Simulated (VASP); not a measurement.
# MgO (P6_3mc) in VASP: a series of runs

Runs on MgO. Level: PBE. Tasks: single point.

Everything below comes from runs of VASP 6.6.1. Logs are shortened: lines on timing, memory, paths and dates and some standing lists are left out, and cuts for length are marked.

### 1 The cell of the first run

The structure is hexagonal, space group P6_3mc (No. 186). The conventional cell has a = 3.416 Å, b = 3.416 Å, c = 9.697 Å, α = 90.00°, β = 90.00°, γ = 120.00°. Within 2.4 Å of Mg (site symmetry 3m) lie 4 O at 1.84 to 2.06 Å. Mg (site symmetry 3m) has 4 O at 1.85 to 2.05 Å within 2.5 Å. Within 2.4 Å of O (site symmetry 3m) lie 4 Mg at 1.84 to 2.05 Å. Within 2.5 Å of O (site symmetry 3m) lie 4 Mg at 1.85 to 2.06 Å.

### 2 Single point, PBE (volume 12.249 Å^3 an atom, c/a of the conventional cell 2.8388)

File INCAR:

```
SYSTEM = MgO
PREC     = Accurate       ! precision mode
ENCUT    = 520            ! plane-wave cutoff, eV
EDIFF    = 1E-6           ! SCF threshold, eV
ISMEAR   = 0              ! smearing method
SIGMA    = 0.05           ! smearing width, eV
LREAL    = .False.        ! projectors in reciprocal space
LASPH    = .True.         ! aspherical terms in the spheres
NELM     = 100            ! most SCF steps
ALGO     = Normal         ! electronic algorithm
ISIF     = 2              ! what is computed and relaxed
LWAVE    = .False.        ! write WAVECAR
LCHARG   = .False.        ! write CHGCAR
GGA      = PE             ! functional
NBANDS   = 26             ! bands
```

File KPOINTS:

```
Automatic mesh
0
Gamma
  9 9 4
  0 0 0
```

File POSCAR:

```
MgO
1.0
    3.4159013761      0.0000000000      0.0000000000
   -1.7079506881      2.9582573685      0.0000000000
    0.0000000000      0.0000000000      9.6970608265
Mg O
4 4
Direct
    0.3333333333      0.6666666667      0.9694906392
    0.0000000000      0.0000000000      0.2208211786
    0.0000000000      0.0000000000      0.7208211786
    0.6666666667      0.3333333333      0.4694906392
    0.3333333333      0.6666666667      0.7800420079
    0.0000000000      0.0000000000      0.5296443544
    0.0000000000      0.0000000000      0.0296443544
    0.6666666667      0.3333333333      0.2800420079
```

Potentials or basis: VASP PAW PBE potentials, release 64 (Mg, O).

Started as:

```sh
cat potpaw_PBE.64/Mg/POTCAR potpaw_PBE.64/O/POTCAR > POTCAR
mpirun -np 1 vasp_std > vasp.out
```

OUTCAR:

```text
SYSTEM = MgO
   PREC = Accurate
   ENCUT = 520
   EDIFF = 1E-6
   ISMEAR = 0
   LREAL = .False.
   LASPH = .True.
   NELM = 100
   ISIF = 2
   GGA = PE

 ion  position               nearest neighbor table
   1  0.333  0.667  0.969-   5 1.84   7 2.06   7 2.06   7 2.06   3 3.12   3 3.12   3 3.12   2 3.14
                             2 3.14   2 3.14
   2  0.000  0.000  0.221-   7 1.85   8 2.05   8 2.05   8 2.05   4 3.12   4 3.12   4 3.12   1 3.14
                             1 3.14   1 3.14
   3  0.000  0.000  0.721-   6 1.85   5 2.05   5 2.05   5 2.05   1 3.12   1 3.12   1 3.12   4 3.14
                             4 3.14   4 3.14
   4  0.667  0.333  0.469-   8 1.84   6 2.06   6 2.06   6 2.06   2 3.12   2 3.12   2 3.12   3 3.14
                             3 3.14   3 3.14
   5  0.333  0.667  0.780-   1 1.84   3 2.05   3 2.05   3 2.05
   6  0.000  0.000  0.530-   3 1.85   4 2.06   4 2.06   4 2.06
   7  0.000  0.000  0.030-   2 1.85   1 2.06   1 2.06   1 2.06
   8  0.667  0.333  0.280-   4 1.84   2 2.05   2 2.05   2 2.05

  LATTYP: Found a hexagonal cell.
 ALAT       =     3.4159013761
 C/A-ratio  =     2.8388000000

  Lattice vectors:

 A1 = (   3.4159013761,   0.0000000000,   0.0000000000)
 A2 = (  -1.7079506881,   2.9582573685,   0.0000000000)
 A3 = (   0.0000000000,   0.0000000000,   9.6970608265)

Analysis of symmetry for initial positions (statically):
=====================================================================
 Subroutine PRICEL returns:
 Original cell was already a primitive cell.

 Routine SETGRP: Setting up the symmetry group for a
 hexagonal supercell.

 Subroutine GETGRP returns: Found 12 space group operations
 (whereof  6 operations were pure point group operations)
 out of a pool of 24 trial point group operations.

The static configuration has the point symmetry C_3v.
 The point group associated with its full space group is C_6v.

Analysis of symmetry for dynamics (positions and initial velocities):
=====================================================================
 Subroutine PRICEL returns:
 Original cell was already a primitive cell.

 Routine SETGRP: Setting up the symmetry group for a
 hexagonal supercell.

 Subroutine GETGRP returns: Found 12 space group operations
 (whereof  6 operations were pure point group operations)
 out of a pool of 24 trial point group operations.

The dynamic configuration has the point symmetry C_3v.
 The point group associated with its full space group is C_6v.

 Subroutine INISYM returns: Found 12 space group operations
 (whereof  6 operations are pure point group operations),
 and found     1 'primitive' translations

----------------------------------------------------------------------------------------

                                     Primitive cell

  volume of cell :      97.9899

  direct lattice vectors                    reciprocal lattice vectors
     3.415901376  0.000000000  0.000000000     0.292748499  0.169018425  0.000000000
    -1.707950688  2.958257368  0.000000000     0.000000000  0.338036849  0.000000000
     0.000000000  0.000000000  9.697060826     0.000000000  0.000000000  0.103124031

  length of vectors
     3.415901376  3.415901376  9.697060826     0.338036849  0.338036849  0.103124031

  position of ions in fractional coordinates (direct lattice)
     0.333333333  0.666666667  0.969490639
     0.000000000  0.000000000  0.220821179
     0.000000000  0.000000000  0.720821179
     0.666666667  0.333333333  0.469490639
     0.333333333  0.666666667  0.780042008
     0.000000000  0.000000000  0.529644354
     0.000000000  0.000000000  0.029644354
     0.666666667  0.333333333  0.280042008

  ion indices of the primitive-cell ions
   primitive index   ion index
                 1           1
                 2           2
                 3           3
                 4           4
                 5           5
                 6           6
                 7           7
                 8           8

----------------------------------------------------------------------------------------

 KPOINTS: Automatic mesh

Automatic generation of k-mesh.
 Grid dimensions read from file:
 generate k-points for:    9    9    4

 Generating k-lattice:

  Cartesian coordinates                     Fractional coordinates (reciprocal lattice)
     0.032527611  0.018779825  0.000000000     0.111111111  0.000000000  0.000000000
     0.000000000  0.037559650  0.000000000     0.000000000  0.111111111  0.000000000
     0.000000000  0.000000000  0.025781008     0.000000000  0.000000000  0.250000000

  Length of vectors
     0.037559650  0.037559650  0.025781008

  Shift w.r.t. Gamma in fractional coordinates (k-lattice)
     0.000000000  0.000000000  0.000000000

 Subroutine IBZKPT returns following result:
 ===========================================

 Found     36 irreducible k-points:

 Following reciprocal coordinates:
            Coordinates               Weight
  0.000000  0.000000  0.000000      1.000000
  0.111111  0.000000  0.000000      6.000000
  0.222222  0.000000  0.000000      6.000000
  0.333333  0.000000  0.000000      6.000000
  0.444444  0.000000  0.000000      6.000000
  0.111111  0.111111  0.000000      6.000000
[... 16 lines left out ...]
  0.333333  0.222222  0.250000     24.000000
  0.333333  0.333333  0.250000      4.000000
 [... further k-points ...]
   k-points           NKPTS =     36   k-points in BZ     NKDIM =     36   number of bands    NBANDS=     26
   number of dos      NEDOS =    301   number of ions     NIONS =      8
   total plane-waves  NPLWV =  56448
   dimension x,y,z NGX =    28 NGY =   28 NGZ =   72
   dimension x,y,z NGXF=    56 NGYF=   56 NGZF=  144
   ions per type =               4   4
   NGX,Y,Z   is equivalent  to a cutoff of  13.63, 13.63, 12.34 a.u.
   NGXF,Y,Z  is equivalent  to a cutoff of  27.25, 27.25, 24.69 a.u.
 SYSTEM =  MgO
   PREC   = accura    normal or accurate (medium, high low for compatibility)
   ISTART =      0    job   : 0-new  1-cont  2-samecut
   ICHARG =      2    charge: 1-file 2-atom 10-const
   ISPIN  =      1    spin polarized calculation?
   LNONCOLLINEAR =      F non collinear calculations
   LSORBIT =      F    spin-orbit coupling
   LASPH  =      T    aspherical Exc in radial PAW
   ENCUT  =  520.0 eV  38.22 Ry    6.18 a.u.   6.35  6.35 18.03*2*pi/ulx,y,z
   NELM   =    100;   NELMIN=  2; NELMDL= -5     # of ELM steps
   EDIFF  = 0.1E-05   stopping-criterion for ELM
   LREAL  =      F    real-space projection
   EDIFFG = 0.1E-04   stopping-criterion for IOM
   NSW    =      0    number of steps for IOM
   IBRION =     -1    ionic relax: 0-MD 1-quasi-New 2-CG
   NFREE  =      0    steps in history (QN), initial steepest desc. (CG)
   ISIF   =      2    stress and relaxation
   ISYM   =      2    0-nonsym 1-usesym 2-fastsym
   POTIM  = 0.5000    time-step for ionic-motion
   TEBEG  =    0.0;   TEEND  =   0.0 temperature during run
   PSTRESS=    0.0 pullay stress
   NELECT =      32.0000    total number of electrons
   NUPDOWN=      -1.0000    fix difference up-down
   EMIN   =  10.00;   EMAX   =-10.00  energy-range for DOS
   EFERMI =   0.00;   METHOD = LEGACY
   ISMEAR =     0;   SIGMA  =   0.05  broadening in eV -4-tet -1-fermi 0-gaus
   EFERMI_NEDOS =   21; number of points for ismear=-14 and -15
   IALGO  =     38    algorithm
   IMIX   =      4    mixing-type and parameters
     AMIX     =   0.40;   BMIX     =  1.00
     AMIX_MAG =   1.60;   BMIX_MAG =  1.00
  volume/ion in A,a.u.               =      12.25        82.66
  Fermi-wavevector in a.u.,A,eV,Ry     =   1.127365  2.130410 17.292335  1.270951
  Thomas-Fermi vector in A             =   2.264050
   LORBIT       =      0    0 simple, 1 ext, 2 COOP (PROOUT), +10 PAW based schemes
   GGA     = PE    functional components
   LHFCALC =     F    Hartree Fock is set to
   AEXX    =    0.0000 exact exchange contribution
   IVDW    =     0    specifies the selected vdW correction
   LEPSILON=     F    determine dielectric tensor
   LRPA    =     F    only Hartree local field effects (RPA)
 non-spin polarized calculation
 Gauss-broadening in eV      SIGMA  =   0.05
  energy-cutoff  :      520.00
  volume of cell :       97.99
 maximum number of plane-waves:      2664
 NGX is ok and might be reduce to    28

 number of electron      32.0000001 magnetization

 Free energy of the ion-electron system (eV)
  ---------------------------------------------------
  ext. energy  EPLUGINS =         0.00000000
  ---------------------------------------------------
  free energy    TOTEN  =       -46.21734744 eV

  energy without entropy =      -46.21734744  energy(sigma->0) =      -46.21734744

 E-fermi :   1.2076     XC(G=0):  -9.5797

 val. band max:        0.9184688637   @ k =   0.0000   0.0000   0.0000
 cond. band min:       4.0907171199   @ k =   0.0000   0.0000   0.0000
 fundamental gap:      3.1722482562
 Fermi energy:         1.2075736526

 k-point     1 :       0.0000    0.0000    0.0000
  band No.  band energies     occupation
      1     -15.1972      2.00000
      2     -14.8317      2.00000
      3     -14.7568      2.00000
      4     -14.3625      2.00000
      5      -2.0455      2.00000
      6      -1.0236      2.00000
[... 18 lines left out ...]
     25      14.6777      0.00000
     26      14.6777      0.00000

 k-point     2 :       0.1111    0.0000    0.0000
  band No.  band energies     occupation
      1     -15.1440      2.00000
      2     -14.7974      2.00000
      3     -14.7221      2.00000
      4     -14.3521      2.00000
      5      -1.9394      2.00000
      6      -1.1428      2.00000
[... 18 lines left out ...]
     25      14.3903      0.00000
     26      14.7442      0.00000

 k-point     3 :       0.2222    0.0000    0.0000
  band No.  band energies     occupation
      1     -15.0000      2.00000
      2     -14.7085      2.00000
      3     -14.6331      2.00000
      4     -14.3313      2.00000
      5      -1.6521      2.00000
      6      -1.4981      2.00000
[... 572 lines left out ...]
 k-point    23 :       0.3333    0.2222    0.2500
  band No.  band energies     occupation
      1     -14.5697      2.00000
      2     -14.5217      2.00000
      3     -14.4187      2.00000
      4     -14.3800      2.00000
      5      -1.9354      2.00000
      6      -1.7889      2.00000
[... 18 lines left out ...]
     25      13.3371      0.00000
     26      13.5251      0.00000

 k-point    24 :       0.3333    0.3333    0.2500
  band No.  band energies     occupation
      1     -14.4999      2.00000
      2     -14.4895      2.00000
      3     -14.4148      2.00000
      4     -14.4148      2.00000
      5      -1.6696      2.00000
      6      -1.6696      2.00000
[... 18 lines left out ...]
     25      13.1859      0.00000
     26      13.4715      0.00000

 [... further k-points ...]
[... 5 lines left out ...]
  --------------------------------------------------------------------------------------
  -------------------------------------------------------------------------------------
  Total       -4.9729896     -4.9729896     13.1256777      0.0000000     -0.0000000      0.0000000
  in kB      -81.3105200    -81.3105200    214.6104768      0.0000000     -0.0000000      0.0000000
  external PRESSURE =      17.3298123 kB  Pullay stress =       0.0000000 kB

 VOLUME and BASIS-vectors are now :
 -----------------------------------------------------------------------------
  energy-cutoff  :      520.00
  volume of cell :       97.99
      direct lattice vectors                 reciprocal lattice vectors
     3.415901376  0.000000000  0.000000000     0.292748499  0.169018425  0.000000000
    -1.707950688  2.958257368  0.000000000     0.000000000  0.338036849  0.000000000
     0.000000000  0.000000000  9.697060826     0.000000000  0.000000000  0.103124031

 POSITION                                       TOTAL-FORCE (eV/Angst)
 -----------------------------------------------------------------------------------
     -0.00000      1.97217      9.40121        -0.000000     -0.000000      1.537961
      0.00000      0.00000      2.14132         0.000000      0.000000      1.615991
      0.00000      0.00000      6.98985        -0.000000     -0.000000      1.615991
      1.70795      0.98609      4.55268         0.000000      0.000000      1.537961
     -0.00000      1.97217      7.56411         0.000000     -0.000000     -1.614309
      0.00000      0.00000      5.13599        -0.000000     -0.000000     -1.539642
      0.00000      0.00000      0.28746         0.000000      0.000000     -1.539642
      1.70795      0.98609      2.71558        -0.000000      0.000000     -1.614309
 -----------------------------------------------------------------------------------
    total drift:                               -0.000000     -0.000001      0.002363

  FREE ENERGIE OF THE ION-ELECTRON SYSTEM (eV)
  ---------------------------------------------------
  free  energy   TOTEN  =       -46.2173474436 eV

  energy  without entropy=      -46.2173474436  energy(sigma->0) =      -46.21734744
```

Run time: 77 s. Hardware: 1 thread of Intel Xeon Platinum 8259CL at 2.50GHz (Skylake/Cascade Lake), shared host; peak memory 0.26 GiB.

Results:

- Free energy: -46.2173 eV
- Pressure: 1.7 GPa
- Largest force: 1.616 eV/Å
- Band gap on the k mesh: 3.17 eV, direct

Forces on the atoms (eV/Å):
```
Mg   0.000  0.000  1.538
Mg   0.000  0.000  1.616
Mg   0.000  0.000  1.616
Mg   0.000  0.000  1.538
O    0.000  0.000 -1.614
O    0.000  0.000 -1.540
O    0.000  0.000 -1.540
O    0.000  0.000 -1.614
```

Caveat: forces of over 1 eV/Å act on the atoms, so gaps and moduli don't describe the material at rest.

### 3 Single point, PBE (volume 12.249 Å^3 an atom, c/a of the conventional cell 3.6183)

File INCAR:

```
ALGO = Normal
EDIFF = 1E-7
ENCUT = 520
GGA = PE
ISIF = 2
ISMEAR = 0
LASPH = True
LCHARG = True
LELF = True
LREAL = False
LVHAR = True
LWAVE = False
NBANDS = 26
NELM = 60
PREC = Accurate
SIGMA = 0.05
```

File KPOINTS:

```
k-points
0
Gamma
  9 9 4
```

POSCAR, as its differences from that of step 2:

```diff
@@ -2,5 +2,5 @@
 1.0
-    3.4159013761      0.0000000000      0.0000000000
-   -1.7079506881      2.9582573685      0.0000000000
-    0.0000000000      0.0000000000      9.6970608265
+    3.1505187216      0.0000000000      0.0000000000
+   -1.5752593608      2.7284292480      0.0000000000
+    0.0000000000      0.0000000000     11.3995218904
 Mg O
```

Potentials or basis: VASP PAW PBE potentials, release 64 (Mg, O).

Started as:

```sh
cat potpaw_PBE.64/Mg/POTCAR potpaw_PBE.64/O/POTCAR > POTCAR
mpirun -np 1 vasp_std > vasp.out
```

Run time: 70 s. Hardware: 1 thread of Intel Xeon Platinum 8259CL at 2.50GHz (Skylake/Cascade Lake), shared host; peak memory 0.25 GiB.

The run converged. Its results:

```
Free energy            : -46.3063 eV
Pressure               : 2.1 GPa
Largest force          : 0.657 eV/Å
Band gap on the k mesh : 3.29 eV, direct
```

Forces in eV/Å, atoms in the order of the input:
```
Mg   0.000  0.000 -0.589
Mg   0.000  0.000 -0.657
Mg   0.000  0.000 -0.657
Mg   0.000  0.000 -0.589
O    0.000  0.000  0.649
O    0.000  0.000  0.597
O    0.000  0.000  0.597
O    0.000  0.000  0.649
```

Stress tensor (GPa, compression positive):
```
 10.16   0.00   0.00
  0.00  10.16   0.00
  0.00   0.00 -14.08
```

Levels at points of the mesh, in eV from the valence-band top:
| k point | band 12 | band 13 | band 14 | band 15 | band 16 | band 17 | band 18 | band 19 | band 20 | band 21 |
| --- | --- | --- | --- | --- | --- | --- | --- | --- | --- | --- |
| (0.00, 0.00, 0.00) | -0.09 | -0.03 | -0.03 | 0.00 | 0.00 | 3.29 | 5.63 | 5.68 | 8.70 | 8.98 |
| (0.00, 0.00, 0.50) | -0.11 | -0.01 | -0.01 | -0.01 | -0.01 | 4.10 | 4.10 | 7.28 | 7.28 | 10.40 |

 A k mesh can miss the band edges.

### 4 Single point, PBE

This run uses another cell than the first one, of the same volume but with other edges.

File INCAR:

```
SYSTEM = MgO
ALGO = Normal
EDIFF = 1E-7
ENCUT = 520
GGA = PE
ISIF = 2
ISMEAR = 0
LASPH = .True.
LCHARG = .True.
LELF = .True.
LREAL = .False.
LVHAR = .True.
LWAVE = .False.
NBANDS = 26
NELM = 60
PREC = Accurate
SIGMA = 0.05
```

File KPOINTS:

```
k-points
0
Gamma
  9 9 4
  0 0 0
```

POSCAR, as its differences from that of step 3:

```diff
@@ -2,5 +2,5 @@
 1.0
-    3.1505187216      0.0000000000      0.0000000000
-   -1.5752593608      2.7284292480      0.0000000000
-    0.0000000000      0.0000000000     11.3995218904
+    3.2805263433      0.0000000000      0.0000000000
+   -1.6402631717      2.8410191511      0.0000000000
+    0.0000000000      0.0000000000     10.5138967343
 Mg O
```

Started as:

```sh
cat potpaw_PBE.64/Mg/POTCAR potpaw_PBE.64/O/POTCAR > POTCAR
mpirun -np 1 vasp_std > vasp.out
```

Wall time 66 s (1 thread of Intel Xeon Platinum 8259CL at 2.50GHz (Skylake/Cascade Lake), shared host); peak memory 0.24 GiB.

The run converged. Its results:

| Property | Result |
| --- | --- |
| Free energy | -46.9205 eV |
| Pressure | -0.4 GPa |
| Band gap on the k mesh | 3.44 eV, direct |

Forces on the atoms (eV/Å):
```
Mg   0.000  0.000 -0.002
Mg   0.000  0.000 -0.002
Mg   0.000  0.000 -0.002
Mg   0.000  0.000 -0.002
O    0.000  0.000  0.001
O    0.000  0.000  0.003
O    0.000  0.000  0.003
O    0.000  0.000  0.001
```

Levels at points of the mesh, in eV from the valence-band top:
```csv
k point,band 13,band 14,band 15,band 16,band 17,band 18,band 19,band 20
"(0.00, 0.00, 0.00)",-0.21,-0.11,-0.11,0.00,3.44,5.75,5.87,8.47
"(0.00, 0.00, 0.50)",-0.14,-0.14,-0.14,-0.14,4.27,4.27,7.37,7.37
```

A k mesh can miss the band edges. As with any semilocal functional, this PBE gap is likely too small.

### 5 Overview

| cell | gap on the mesh (eV) | pressure (GPa) | largest force (eV/Å) |
| --- | --- | --- | --- |
| a = 3.416, b = 3.416, c = 9.697 Å, angles 90.0, 90.0, 120.0°, 8 atoms | 3.17 | 1.7 | 1.62 |
| a = 3.151, b = 3.151, c = 11.400 Å, angles 90.0, 90.0, 120.0°, 8 atoms | 3.29 | 2.1 | 0.66 |
| a = 3.281, b = 3.281, c = 10.514 Å, angles 90.0, 90.0, 120.0°, 8 atoms | 3.44 | -0.4 | - |

Alike in all rows: task single point; level PBE; potentials or basis VASP PAW PBE potentials, release 64 (Mg, O); no spin polarisation; k mesh 9 × 9 × 4; cutoff (eV) 520; smearing gaussian 0.05 eV.

Caveats: forces of over 1 eV/Å act on the atoms, so gaps and moduli don't describe the material at rest (some runs).

Absolute energies hang on the potentials; compare differences alone.
